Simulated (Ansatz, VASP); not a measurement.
LiCl: VASP beside Ansatz

```
CELL_PARAMETERS angstrom
0.00000 2.66735 2.66735
2.66735 0.00000 2.66735
2.66735 2.66735 0.00000
ATOMIC_POSITIONS crystal
Li 0.00000 0.00000 0.00000
Cl 0.50000 0.50000 0.50000
```

Change from the starting cell: strain +0.040 along x and y, +0.040 along z, atoms carried along.

Alike in both runs: task single point; functional PBE; k mesh 8 × 8 × 8; occupations gaussian, width 0.05 eV; no spin polarisation.

|  | VASP | Ansatz |
| --- | --- | --- |
| version | VASP 6.6.1 | Ansatz 0.2.0 |
| potentials or method | VASP PAW PBE potentials, release 64 (Li_sv, Cl), cutoff 520 eV | scalar-relativistic, plane waves, PAW |
| valence electrons in the cell | 10 | 10 |

Ansatz gave:

| Item | Value |
| --- | --- |
| gap on the k mesh at the Fermi level (eV) | 5.71 |
| least direct gap on the mesh (eV) | 5.71 |

Problem. Estimate VASP's values.

Solution. gap on the k mesh at the Fermi level (eV): 5.72; least direct gap on the mesh (eV): 5.72.

Noted on VASP's run: the cutoff is under 1.25 times that of the potentials, so the pressure is a little rough.
